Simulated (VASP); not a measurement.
The system is KZnF3.

```xyz
5
Lattice="3.9953 0.0000 0.0000 0.0000 3.9953 0.0000 0.0000 0.0000 3.9953" Properties=species:S:1:pos:R:3 pbc="T T T"
Zn    1.9976    1.9976    1.9976
K     0.0000    0.0000    0.0000
F     1.9976    0.0000    1.9976
F     0.0000    1.9976    1.9976
F     1.9976    1.9976    0.0000
```

Base run:

| Property | Result |
| --- | --- |
| Program | VASP 6.6.1 |
| Functional | LDA |
| Potentials or basis | VASP PAW LDA potentials, release 64 (Zn, K_sv, F) |
| Cutoff | 520 eV |
| k mesh | 7 × 7 × 7 |
| Occupations | fermi-dirac, width 0.05 eV |
| Spin | no spin polarisation |

Its results: band gap on the k mesh 3.82 eV (least direct gap 5.75 eV); pressure -1.0 GPa.

Question: The run is repeated on the same cell with these changes: functional from LDA to PBE; potentials or basis from VASP PAW LDA potentials, release 64 (Zn, K_sv, F) to VASP PAW PBE potentials, release 64 (Zn, K_sv, F). What comes out?

Answer: Band gap on the k mesh 4.02 eV (least direct gap 6.00 eV); pressure 9.1 GPa.

Caveats: an odd mesh through Γ misses points on the zone boundary, where band edges can lie; the cell stands under pressure (at least some runs).
